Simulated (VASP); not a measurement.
Write the native input for VASP 6.6.1 that does the following.

```
Task                   : single point
Functional             : BLYP
Dispersion             : D4
Potentials or basis    : VASP PAW PBE potentials, release 64 (Pb_d, S)
Cutoff                 : 520 eV
k mesh                 : 8 × 8 × 8
Occupations            : fermi-dirac, width 0.05 eV
Spin                   : no spin polarisation
Dipole correction      : no
Further INCAR settings : ALGO = Normal; EDIFF = 1e-07; NBANDS = 17
```

The structure of PbS (Galena) lies in POSCAR:

```
PbS
1.0
    0.0000000000      3.0239167281      3.0239167281
    3.0239167281      0.0000000000      3.0239167281
    3.0239167281      3.0239167281      0.0000000000
Pb S
1 1
Direct
    0.0000000000      0.0000000000      0.0000000000
    0.5000000000      0.5000000000      0.5000000000
```

The input as run:

INCAR

```
SYSTEM = PbS
  AGGAC = 1.0
  AGGAX = 1.0
  ALDAC = 0.0
  ALDAX = 1.0
  ALGO = Normal
  EDIFF = 1E-7
  ENCUT = 520
  GGA = B5
  ISIF = 2
  ISMEAR = -1
  IVDW = 13
  LASPH = .TRUE.
  LCHARG = .FALSE.
  LREAL = .FALSE.
  LWAVE = .FALSE.
  NBANDS = 17
  NELM = 100
  PREC = Accurate
  SIGMA = 0.05
  VDW_A1 = 0.44488865
  VDW_A2 = 4.0933009
  VDW_S6 = 1.0
  VDW_S8 = 2.34076671
```

KPOINTS

```
k-points
0
G
  8 8 8
  0 0 0
```

Potentials or basis: VASP PAW PBE potentials, release 64 (Pb_d, S).

Launch:

```sh
$ cat potpaw_PBE.64/Pb_d/POTCAR potpaw_PBE.64/S/POTCAR > POTCAR
$ mpirun -np 1 vasp_std > vasp.out
```

Results of the run:

| Quantity | Value |
| --- | --- |
| Pressure | 2.4 GPa |
| Band gap on the k mesh | 0.66 eV, direct |
| Dispersion energy per atom | -0.678 eV |

Caveat: the PAW data sets were made with another functional, which shifts forces and pressure a little; spin-orbit coupling is left out, which moves the levels of the heavy elements.

Wall time 17 s on 1 thread of Intel(R) Xeon(R) 6975P-C (Granite Rapids) (shared host), peak memory 0.18 GiB.
